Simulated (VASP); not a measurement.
# BeS (F-43m) in VASP: a series of runs

Runs on BeS. Level: r2SCAN. Tasks: single point, relaxation of cell and atoms.

Everything below comes from runs of VASP 6.6.1. Logs are shortened: lines on timing, memory, paths and dates and some standing lists are left out, and cuts for length are marked.

## Step 1: The cell of the first run

Symmetry: F-43m, No. 216, cubic system. The conventional cell has a = 4.868 Å, b = 4.868 Å, c = 4.868 Å, α = 90.00°, β = 90.00°, γ = 90.00°. Within 2.8 Å of Be (site symmetry -43m) lie 4 S at 2.11 Å. Within 2.8 Å of S (site symmetry -43m) lie 4 Be at 2.11 Å.

## Step 2: Single point, r2SCAN

Contents of POSCAR:

```
BeS
1.0
    0.0000000000      2.4342266848      2.4342266848
    2.4342266848      0.0000000000      2.4342266848
    2.4342266848      2.4342266848      0.0000000000
Be S
1 1
Direct
    0.0000000000      0.0000000000      0.0000000000
    0.2500000000      0.2500000000      0.2500000000
```

Contents of INCAR.step1:

```
SYSTEM = BeS
  PREC = Accurate
  ENCUT = 520
  ISMEAR = -1
  SIGMA = 0.02
  LREAL = .FALSE.
  LASPH = .TRUE.
  NELM = 80
  NBANDS = 11
  GGA = PE
  ALGO = Normal
  EDIFF = 1E-4
  LWAVE = .TRUE.
  LCHARG = .FALSE.
```

Contents of INCAR.step2:

```
SYSTEM = BeS
  PREC = Accurate
  ENCUT = 520
  EDIFF = 1E-6
  ISMEAR = -1
  SIGMA = 0.02
  LREAL = .FALSE.
  LASPH = .TRUE.
  NELM = 80
  ALGO = Normal
  ISIF = 2
  LWAVE = .FALSE.
  LCHARG = .FALSE.
  METAGGA = R2SCAN
  LMIXTAU = .TRUE.
  NBANDS = 11
  ISTART = 1
```

Contents of KPOINTS:

```
regular mesh
0
G
  10 10 10
  0 0 0
```

Potentials or basis: VASP PAW PBE potentials, release 64 (Be, S).

Launch:

```bash
cat potpaw_PBE.64/Be/POTCAR potpaw_PBE.64/S/POTCAR > POTCAR
cp INCAR.step1 INCAR
mpirun -np 1 vasp_std > vasp.out
cp INCAR.step2 INCAR
mpirun -np 1 vasp_std > vasp.out
```

OUTCAR:

```text
SYSTEM = BeS
   PREC = Accurate
   ENCUT = 520
   EDIFF = 1E-6
   ISMEAR = -1
   LREAL = .FALSE.
   LASPH = .TRUE.
   NELM = 80
   ISIF = 2
   METAGGA = R2SCAN
   ISTART = 1

 ion  position               nearest neighbor table
   1  0.000  0.000  0.000-   2 2.11   2 2.11   2 2.11   2 2.11
   2  0.250  0.250  0.250-   1 2.11   1 2.11   1 2.11   1 2.11

  LATTYP: Found a face centered cubic cell.
 ALAT       =     4.8684533696

  Lattice vectors:

 A1 = (   0.0000000000,   2.4342266848,   2.4342266848)
 A2 = (   2.4342266848,   0.0000000000,   2.4342266848)
 A3 = (   2.4342266848,   2.4342266848,   0.0000000000)

Analysis of symmetry for initial positions (statically):
=====================================================================
 Subroutine PRICEL returns:
 Original cell was already a primitive cell.

 Routine SETGRP: Setting up the symmetry group for a
 face centered cubic supercell.

 Subroutine GETGRP returns: Found 24 space group operations
 (whereof 24 operations were pure point group operations)
 out of a pool of 48 trial point group operations.

The static configuration has the point symmetry T_d .

Analysis of symmetry for dynamics (positions and initial velocities):
=====================================================================
 Subroutine PRICEL returns:
 Original cell was already a primitive cell.

 Routine SETGRP: Setting up the symmetry group for a
 face centered cubic supercell.

 Subroutine GETGRP returns: Found 24 space group operations
 (whereof 24 operations were pure point group operations)
 out of a pool of 48 trial point group operations.

The dynamic configuration has the point symmetry T_d .

 Subroutine INISYM returns: Found 24 space group operations
 (whereof 24 operations are pure point group operations),
 and found     1 'primitive' translations

----------------------------------------------------------------------------------------

                                     Primitive cell

  volume of cell :      28.8478

  direct lattice vectors                    reciprocal lattice vectors
     0.000000000  2.434226685  2.434226685    -0.205404042  0.205404042  0.205404042
     2.434226685  0.000000000  2.434226685     0.205404042 -0.205404042  0.205404042
     2.434226685  2.434226685  0.000000000     0.205404042  0.205404042 -0.205404042

  length of vectors
     3.442516392  3.442516392  3.442516392     0.355770237  0.355770237  0.355770237

  position of ions in fractional coordinates (direct lattice)
     0.000000000  0.000000000  0.000000000
     0.250000000  0.250000000  0.250000000

  ion indices of the primitive-cell ions
   primitive index   ion index
                 1           1
                 2           2

----------------------------------------------------------------------------------------

 KPOINTS: regular mesh

Automatic generation of k-mesh.
 Grid dimensions read from file:
 generate k-points for:   10   10   10

 Generating k-lattice:

  Cartesian coordinates                     Fractional coordinates (reciprocal lattice)
    -0.020540404  0.020540404  0.020540404     0.100000000  0.000000000  0.000000000
     0.020540404 -0.020540404  0.020540404     0.000000000  0.100000000  0.000000000
     0.020540404  0.020540404 -0.020540404     0.000000000  0.000000000  0.100000000

  Length of vectors
     0.035577024  0.035577024  0.035577024

  Shift w.r.t. Gamma in fractional coordinates (k-lattice)
     0.000000000  0.000000000  0.000000000

 Subroutine IBZKPT returns following result:
 ===========================================

 Found     47 irreducible k-points:

 Following reciprocal coordinates:
            Coordinates               Weight
  0.000000  0.000000  0.000000      1.000000
  0.100000  0.000000  0.000000      8.000000
  0.200000  0.000000  0.000000      8.000000
  0.300000  0.000000  0.000000      8.000000
  0.400000  0.000000  0.000000      8.000000
  0.500000  0.000000  0.000000      4.000000
[... 16 lines left out ...]
  0.300000  0.300000  0.000000      6.000000
  0.400000  0.300000  0.000000     24.000000
 [... further k-points ...]
   k-points           NKPTS =     47   k-points in BZ     NKDIM =     47   number of bands    NBANDS=     11
   number of dos      NEDOS =    301   number of ions     NIONS =      2
   total plane-waves  NPLWV =  21952
   dimension x,y,z NGX =    28 NGY =   28 NGZ =   28
   dimension x,y,z NGXF=    56 NGYF=   56 NGZF=   56
   ions per type =               1   1
   NGX,Y,Z   is equivalent  to a cutoff of  13.52, 13.52, 13.52 a.u.
   NGXF,Y,Z  is equivalent  to a cutoff of  27.04, 27.04, 27.04 a.u.
 SYSTEM =  BeS
   PREC   = accura    normal or accurate (medium, high low for compatibility)
   ISTART =      1    job   : 0-new  1-cont  2-samecut
   ICHARG =      0    charge: 1-file 2-atom 10-const
   ISPIN  =      1    spin polarized calculation?
   LNONCOLLINEAR =      F non collinear calculations
   LSORBIT =      F    spin-orbit coupling
   LASPH  =      T    aspherical Exc in radial PAW
   ENCUT  =  520.0 eV  38.22 Ry    6.18 a.u.   6.40  6.40  6.40*2*pi/ulx,y,z
   NELM   =     80;   NELMIN=  2; NELMDL=  0     # of ELM steps
   EDIFF  = 0.1E-05   stopping-criterion for ELM
   LREAL  =      F    real-space projection
[... 7 lines left out ...]
   TEBEG  =    0.0;   TEEND  =   0.0 temperature during run
   PSTRESS=    0.0 pullay stress
   NELECT =       8.0000    total number of electrons
   NUPDOWN=      -1.0000    fix difference up-down
   EMIN   =  10.00;   EMAX   =-10.00  energy-range for DOS
   EFERMI =   0.00;   METHOD = LEGACY
   ISMEAR =    -1;   SIGMA  =   0.02  broadening in eV -4-tet -1-fermi 0-gaus
   EFERMI_NEDOS =   21; number of points for ismear=-14 and -15
   IALGO  =     38    algorithm
   IMIX   =      4    mixing-type and parameters
     AMIX     =   0.40;   BMIX     =  1.00
     AMIX_MAG =   1.60;   BMIX_MAG =  1.00
  volume/ion in A,a.u.               =      14.42        97.34
  Fermi-wavevector in a.u.,A,eV,Ry     =   1.067580  2.017434 15.506931  1.139727
  Thomas-Fermi vector in A             =   2.203201
   LORBIT       =      0    0 simple, 1 ext, 2 COOP (PROOUT), +10 PAW based schemes
   METAGGA = R2SCAN    functional components
   LHFCALC =     F    Hartree Fock is set to
   AEXX    =    0.0000 exact exchange contribution
   IVDW    =     0    specifies the selected vdW correction
   LEPSILON=     F    determine dielectric tensor
   LRPA    =     F    only Hartree local field effects (RPA)
 non-spin polarized calculation
  energy-cutoff  :      520.00
  volume of cell :       28.85
 maximum number of plane-waves:       794
 NGX is ok and might be reduce to    28
   NGX = 13   NGY = 13   NGZ = 13

 number of electron       7.9999999 magnetization

 Free energy of the ion-electron system (eV)
  ---------------------------------------------------
  ext. energy  EPLUGINS =         0.00000000
  ---------------------------------------------------
  free energy    TOTEN  =       -14.78665932 eV

  energy without entropy =      -14.78665932  energy(sigma->0) =      -14.78665932

 E-fermi :   4.2812     XC(G=0): -10.1340

 val. band max:        3.8494818776   @ k =   0.0000   0.0000   0.0000
 cond. band min:       7.4477446531   @ k =   0.5000   0.5000   0.0000
 fundamental gap:      3.5982627754
 Fermi energy:         4.2811797005

 k-point     1 :       0.0000    0.0000    0.0000
  band No.  band energies     occupation
      1     -10.3684      2.00000
      2       3.8495      2.00000
      3       3.8495      2.00000
      4       3.8495      2.00000
      5      10.1134      0.00000
      6      10.1134      0.00000
      7      10.1134      0.00000
      8      10.4351      0.00000
      9      17.2515      0.00000
     10      17.2515      0.00000
     11      19.6622      0.00000

 k-point     2 :       0.1000    0.0000    0.0000
  band No.  band energies     occupation
      1     -10.2508      2.00000
      2       3.0312      2.00000
      3       3.7180      2.00000
      4       3.7180      2.00000
      5      10.0913      0.00000
      6      10.3597      0.00000
      7      10.3597      0.00000
      8      11.2879      0.00000
      9      16.7538      0.00000
     10      16.7538      0.00000
     11      19.6013      0.00000

 k-point     3 :       0.2000    0.0000    0.0000
  band No.  band energies     occupation
      1      -9.9157      2.00000
      2       1.3713      2.00000
      3       3.4160      2.00000
      4       3.4160      2.00000
      5      10.0423      0.00000
      6      10.8552      0.00000
      7      10.8552      0.00000
      8      12.9974      0.00000
      9      16.2658      0.00000
     10      16.2658      0.00000
     11      19.2284      0.00000

 k-point     4 :       0.3000    0.0000    0.0000
  band No.  band energies     occupation
      1      -9.4285      2.00000
      2      -0.2967      2.00000
      3       3.1032      2.00000
      4       3.1032      2.00000
      5       9.9805      0.00000
      6      11.1098      0.00000
      7      11.1098      0.00000
      8      14.6166      0.00000
      9      16.7483      0.00000
     10      16.7483      0.00000
     11      18.9732      0.00000
[... 239 lines left out ...]
 k-point    22 :      -0.2000    0.2000    0.0000
  band No.  band energies     occupation
      1      -9.2635      2.00000
      2       0.0503      2.00000
      3       1.4908      2.00000
      4       3.1615      2.00000
      5      10.7619      0.00000
      6      11.5678      0.00000
      7      11.8822      0.00000
      8      13.2590      0.00000
      9      15.0518      0.00000
     10      19.2841      0.00000
     11      20.2866      0.00000

 k-point    23 :       0.3000    0.3000    0.0000
  band No.  band energies     occupation
      1      -9.1142      2.00000
      2       0.3608      2.00000
      3       1.8674      2.00000
      4       1.8674      2.00000
      5       8.4722      0.00000
      6      10.3377      0.00000
      7      14.2847      0.00000
      8      14.2847      0.00000
      9      16.9499      0.00000
     10      19.1559      0.00000
     11      22.3934      0.00000

 k-point    24 :       0.4000    0.3000    0.0000
  band No.  band energies     occupation
      1      -8.7318      2.00000
      2      -0.3927      2.00000
      3       1.3786      2.00000
      4       1.6392      2.00000
      5       8.4343      0.00000
      6      10.2095      0.00000
      7      14.7801      0.00000
      8      14.8983      0.00000
      9      18.5699      0.00000
     10      19.9176      0.00000
     11      21.7300      0.00000

 [... further k-points ...]
[... 5 lines left out ...]
  --------------------------------------------------------------------------------------
  -------------------------------------------------------------------------------------
  Total        0.0503486      0.0503486      0.0503486      0.0000000      0.0000000      0.0000000
  in kB        2.7963078      2.7963078      2.7963078      0.0000000      0.0000000      0.0000000
  external PRESSURE =       2.7963078 kB  Pullay stress =       0.0000000 kB

 VOLUME and BASIS-vectors are now :
 -----------------------------------------------------------------------------
  energy-cutoff  :      520.00
  volume of cell :       28.85
      direct lattice vectors                 reciprocal lattice vectors
     0.000000000  2.434226685  2.434226685    -0.205404042  0.205404042  0.205404042
     2.434226685  0.000000000  2.434226685     0.205404042 -0.205404042  0.205404042
     2.434226685  2.434226685  0.000000000     0.205404042  0.205404042 -0.205404042

 POSITION                                       TOTAL-FORCE (eV/Angst)
 -----------------------------------------------------------------------------------
      0.00000      0.00000      0.00000         0.000000      0.000000      0.000000
      1.21711      1.21711      1.21711        -0.000000     -0.000000     -0.000000
 -----------------------------------------------------------------------------------
    total drift:                                0.000000      0.000000      0.000000

  FREE ENERGIE OF THE ION-ELECTRON SYSTEM (eV)
  ---------------------------------------------------
  free  energy   TOTEN  =       -14.7866593204 eV

  energy  without entropy=      -14.7866593204  energy(sigma->0) =      -14.78665932
```

Wall time 30 s (1 thread of Intel Xeon 6975P-C (Granite Rapids), shared host); peak memory 0.16 GiB.

What came out:

```yaml
Free_energy: -14.7867 eV
Pressure: 0.3 GPa
Band_gap_on_the_k_mesh: 3.60 eV, indirect (least direct gap 6.26 eV)
```

Caveat: the PAW data sets were made with another functional, which shifts forces and pressure a little. r2SCAN opens gaps a little over a GGA but as a rule still falls short of measured ones.

## Step 3: Relaxation of cell and atoms, r2SCAN

This run uses another cell than the first one, of 14.26 Å³/atom, 0.989 times its volume.

Contents of POSCAR:

```
BeS
1.0
    0.0000000000      2.4250000000      2.4250000000
    2.4250000000      0.0000000000      2.4250000000
    2.4250000000      2.4250000000      0.0000000000
Be S
1 1
Direct
    0.0000000000      0.0000000000      0.0000000000
    0.2500000000      0.2500000000      0.2500000000
```

Contents of INCAR.step1:

```
PREC     = Accurate       # precision mode
ENCUT    = 600            # plane-wave cutoff, eV
ISMEAR   = -1             # smearing method
SIGMA    = 0.02           # smearing width, eV
LREAL    = False          # projectors in reciprocal space
LASPH    = True           # aspherical terms in the spheres
NELM     = 80             # most SCF steps
GGA      = PE             # functional
ALGO     = Normal         # electronic algorithm
EDIFF    = 1E-4           # SCF threshold, eV
LWAVE    = True           # write WAVECAR
LCHARG   = False          # write CHGCAR
```

Contents of INCAR.step2:

```
PREC     = Accurate       # precision mode
ENCUT    = 600            # plane-wave cutoff, eV
EDIFF    = 1E-7           # SCF threshold, eV
ISMEAR   = -1             # smearing method
SIGMA    = 0.02           # smearing width, eV
LREAL    = False          # projectors in reciprocal space
LASPH    = True           # aspherical terms in the spheres
NELM     = 80             # most SCF steps
ALGO     = Normal         # electronic algorithm
ISIF     = 3              # what is computed and relaxed
LWAVE    = False          # write WAVECAR
LCHARG   = False          # write CHGCAR
METAGGA  = R2SCAN         # meta-GGA
LMIXTAU  = True         
IBRION   = 2              # ionic algorithm
NSW      = 70             # ionic steps
EDIFFG   = -0.005         # ionic threshold
ISTART   = 1
```

Contents of KPOINTS:

```
regular mesh
0
Gamma
  10 10 10
```

Potentials or basis: VASP PAW PBE potentials, release 64 (Be, S).

Launch:

```bash
cat potpaw_PBE.64/Be/POTCAR potpaw_PBE.64/S/POTCAR > POTCAR
cp INCAR.step1 INCAR
mpirun -np 1 vasp_std > vasp.out
cp INCAR.step2 INCAR
mpirun -np 1 vasp_std > vasp.out
```

Wall time 71 s (1 thread of Intel Xeon 6975P-C (Granite Rapids), shared host); peak memory 0.16 GiB.

Results (log left out):

* Free energy: -14.7871 eV
* Relaxed volume: 14.47 Å³/atom
* Relaxed cell: a = 3.446 Å, b = 3.446 Å, c = 3.446 Å, α = 60.00°, β = 60.00°, γ = 60.00°
* Space group after relaxing (to 0.05 Å): F-43m (No. 216)
* Energy gained by relaxing: 0.9 meV/atom
* Ionic steps: 3
* Pressure after relaxing: 0.0 GPa
* Band gap on the k mesh: 3.61 eV, indirect (least direct gap 6.27 eV)

The path:
```csv
step,energy change (eV),largest force (eV/Å),pressure (GPa),volume (Å³)
1,0.0000,0.0000,1.45,28.52
2,-0.0017,0.0000,-0.40,29.06
3,-0.0018,0.0000,0.01,28.94
```

Final structure:
```
Be S
1.0
     0.00000    2.43669    2.43669
     2.43669    0.00000    2.43669
     2.43669    2.43669    0.00000
Be S
1 1
Cartesian
  0.0000 0.0000 0.0000
  1.2183 1.2183 1.2183
```

Levels at points of the mesh, in eV from the valence-band top:
```
           k point  band 1  band 2  band 3  band 4  band 5  band 6  band 7  band 8
(0.00, 0.00, 0.00)  -14.20    0.00    0.00    0.00    6.27    6.27    6.27    6.56
(0.50, 0.00, 0.00)  -12.56   -5.86   -1.04   -1.04    6.05    7.15    7.15   11.99
(0.50, 0.50, 0.00)  -12.00   -5.11   -2.66   -2.66    3.61    5.40   13.75   13.75
```

Caveat: the PAW data sets were made with another functional, which shifts forces and pressure a little. r2SCAN opens gaps a little over a GGA but as a rule still falls short of measured ones.
